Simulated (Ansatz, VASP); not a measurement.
**One calculation of BP, two programs**

File INCAR:

```
  PREC = Accurate
  ENCUT = 520
  EDIFF = 1E-7
  ISMEAR = 0
  SIGMA = 0.05
  LREAL = False
  LASPH = True
  NELM = 80
  ALGO = Normal
  ISIF = 2
  LWAVE = False
  LCHARG = False
  GGA = PE
  NBANDS = 11
```

KPOINTS

```
regular mesh
0
Gamma
  10 10 10
```

Contents of POSCAR:

```
BP
1.0
    0.0000000000      2.2690000000      2.0874800000
    2.2690000000      0.0000000000      2.0874800000
    2.2690000000      2.2690000000      0.0000000000
B P
1 1
Direct
    0.0000000000      0.0000000000      0.0000000000
    0.7500000000      0.7500000000      0.7500000000
```

Input for Ansatz:

```yaml
crystal:
  lattice:
    - [0.0, 2.269, 2.08748]
    - [2.269, 0.0, 2.08748]
    - [2.269, 2.269, 0.0]
  atoms:
    - { symbol: B, position: [0.0, 0.0, 0.0] }
    - { symbol: P, position: [0.75, 0.75, 0.75] }
basis:
  ecutwfc: 420
kpoints:
  mp_grid: { grid: [10, 10, 10] }
hamiltonian:
  xc: pbe
scf:
  occupations: { method: gaussian, width: 0.05 }
output:
  forces: true
  stress: true
  eigenvalues: true
```

Change from the starting cell: strain +0.000 along x and y, -0.080 along z, atoms carried along.

Alike in both runs: task single point; functional PBE; k mesh 10 × 10 × 10; occupations gaussian, width 0.05 eV; no spin polarisation.

```csv
,VASP,Ansatz
version,VASP 6.6.1,Ansatz 0.2.0
potentials or method,"VASP PAW PBE potentials, release 64 (B, P), cutoff 520 eV","scalar-relativistic, plane waves, PAW"
valence electrons in the cell,8,8
```

```tsv
	VASP	Ansatz	Ansatz less VASP
gap on the k mesh at the Fermi level (eV)	none	none	-
pressure (GPa)	16.7	17.1	+0.31
traceless stress, the component that is largest in VASP (GPa)	13.72	13.69	-0.030
```

A gap of «none» marks a metal or a gap that the smearing closes.
